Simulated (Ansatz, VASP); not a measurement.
## Ta2C in VASP and in Ansatz

The input POSCAR:

```
Ta2C
1.0
    3.1059007354      0.0000000000      0.0000000000
   -1.5529503677      2.6897889385      0.0000000000
    0.0000000000      0.0000000000      4.9464000000
Ta C
2 1
Direct
    0.3333333333      0.6666666667      0.2520100000
    0.6666666667      0.3333333333      0.7479900000
    0.0000000000      0.0000000000      0.0000000000
```

The input INCAR.step1:

```
  ALGO = Normal
  EDIFF = 1E-4
  ENCUT = 520
  GGA = PE
  ISMEAR = 0
  LASPH = T
  LCHARG = F
  LREAL = F
  LWAVE = T
  NBANDS = 20
  NELM = 80
  PREC = Accurate
  SIGMA = 0.1
```

The input INCAR.step2:

```
  ALGO = Normal
  EDIFF = 1E-7
  ENCUT = 520
  ISIF = 2
  ISMEAR = 0
  ISTART = 1
  LASPH = T
  LCHARG = F
  LMIXTAU = T
  LREAL = F
  LWAVE = F
  METAGGA = R2SCAN
  NBANDS = 20
  NELM = 80
  PREC = Accurate
  SIGMA = 0.1
```

The input KPOINTS:

```
k-points
0
Gamma
  12 12 6
```

Input for Ansatz:

```yaml
crystal:
  lattice:
    - [3.1059007354, 0.0, 0.0]
    - [-1.5529503677, 2.6897889385, 0.0]
    - [0.0, 0.0, 4.9464]
  atoms:
    - { symbol: Ta, position: [0.3333333333, 0.6666666667, 0.25201] }
    - { symbol: Ta, position: [0.6666666667, 0.3333333333, 0.74799] }
    - { symbol: C, position: [0.0, 0.0, 0.0] }
basis:
  ecutwfc: 500
kpoints:
  mp_grid: { grid: [12, 12, 6] }
hamiltonian:
  xc: r2scan
scf:
  occupations: { method: gaussian, width: 0.1 }
output:
  forces: true
  stress: true
  eigenvalues: true
```

Alike in both runs: task single point; functional r2SCAN; k mesh 12 × 12 × 6; occupations gaussian, width 0.1 eV; no spin polarisation.

```csv
,VASP,Ansatz
version,VASP 6.6.1,Ansatz 0.2.0
potentials or method,"VASP PAW PBE potentials, release 64 (Ta_pv, C), cutoff 520 eV","scalar-relativistic, plane waves, PAW"
valence electrons in the cell,26,30
```

Ansatz gave:

| Property | Result |
| --- | --- |
| gap on the k mesh at the Fermi level (eV) | none |
| pressure (GPa) | 1.1 |
| traceless stress, the component that is largest in VASP (GPa) | -0.45 |
| rms of the force components (eV/Å) | 0.094 |

What did VASP give for the same quantities?

gap on the k mesh at the Fermi level (eV): none; pressure (GPa): 1.9; traceless stress, the component that is largest in VASP (GPa): -0.49; rms of the force components (eV/Å): 0.116.

VASP's potentials were made for PBE, not for r2SCAN. Atom by atom the forces differ by 0.022 eV/Å (rms over components). A gap of «none» marks a metal or a gap that the smearing closes. The functional is the same, so the differences come from potentials, cutoffs and numerics. VASP's potentials hold 26 valence electrons a cell and Ansatz's 30, so a difference there can come from the potentials and not from the codes.

Spin-orbit coupling is off throughout.
